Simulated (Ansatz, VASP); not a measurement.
**One calculation of Ca, two programs**

```
CELL_PARAMETERS angstrom
6.23900 0.00000 0.00000
0.00000 6.23900 0.00000
0.00000 0.00000 6.23900
ATOMIC_POSITIONS crystal
Ca 0.20131 0.20131 0.20131
Ca 0.20131 0.79869 0.79869
Ca 0.79869 0.20131 0.79869
Ca 0.79869 0.79869 0.20131
Ca 0.50000 0.50000 0.50000
```

Alike in both runs: functional PBE; k mesh 4 × 4 × 4; occupations gaussian, width 0.1 eV; no spin polarisation.

Ansatz relaxed the structure, and its values are those at the end. VASP's run is a single point on that final structure, the one shown.

|  | VASP | Ansatz |
| --- | --- | --- |
| version | VASP 6.6.1 | Ansatz 0.2.0 |
| potentials or method | VASP PAW PBE potentials, release 64 (Ca_sv), cutoff 520 eV | scalar-relativistic, plane waves, PAW |
| valence electrons in the cell | 50 | 50 |

Ansatz gave:

| Quantity | Value |
| --- | --- |
| gap on the k mesh at the Fermi level (eV) | none |
| pressure (GPa) | 0.2 |
| rms of the force components (eV/Å) | 0.011 |

Q: What did VASP give for the same quantities?

A: gap on the k mesh at the Fermi level (eV): none; pressure (GPa): 0.2; rms of the force components (eV/Å): 0.009.

A gap of «none» marks a metal or a gap that the smearing closes. With one functional, cell and mesh, what is left measures potentials, basis and numerics.
